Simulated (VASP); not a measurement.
KBr, 2 atoms in the cell. It takes space group Fm-3m (No. 225, cubic). Conventional cell: a = 6.600 Å, b = 6.600 Å, c = 6.600 Å, α = 90.00°, β = 90.00°, γ = 90.00°. Br (site symmetry m-3m) has 6 K at 3.30 Å within 4.3 Å. K (site symmetry m-3m) has 6 Br at 3.30 Å within 4.3 Å. 

| Item | Value |
| --- | --- |
| Program | VASP 6.6.1 |
| Task | relaxation of cell and atoms |
| Functional | revPBE |
| Dispersion | D4 |
| Potentials or basis | VASP PAW PBE potentials, release 64 (Br, K_sv) |
| Cutoff | 600 eV |
| k mesh | 7 × 7 × 7 |
| Occupations | fermi-dirac, width 0.05 eV |
| Spin | no spin polarisation |
| Dipole correction | no |
| Further INCAR settings | ALGO = Normal; EDIFF = 1e-06; IBRION = 2; EDIFFG = -0.01; NSW = 80; ISIF = 3 |

Potentials or basis: VASP PAW PBE potentials, release 64 (Br, K_sv).

Command:

```console
$ cat potpaw_PBE.64/Br/POTCAR potpaw_PBE.64/K_sv/POTCAR > POTCAR
$ mpirun -np 1 vasp_std > vasp.out
```

Hardware: 1 thread of Intel(R) Xeon(R) Platinum 8488C (Sapphire Rapids) (shared host).

Q: How long does it take, and how much memory?

A: It took 73 s on 1 thread of Intel(R) Xeon(R) Platinum 8488C (Sapphire Rapids), on a shared host, peak memory 0.26 GiB. Counts: scf iterations 33, k points 20, ion steps 4.
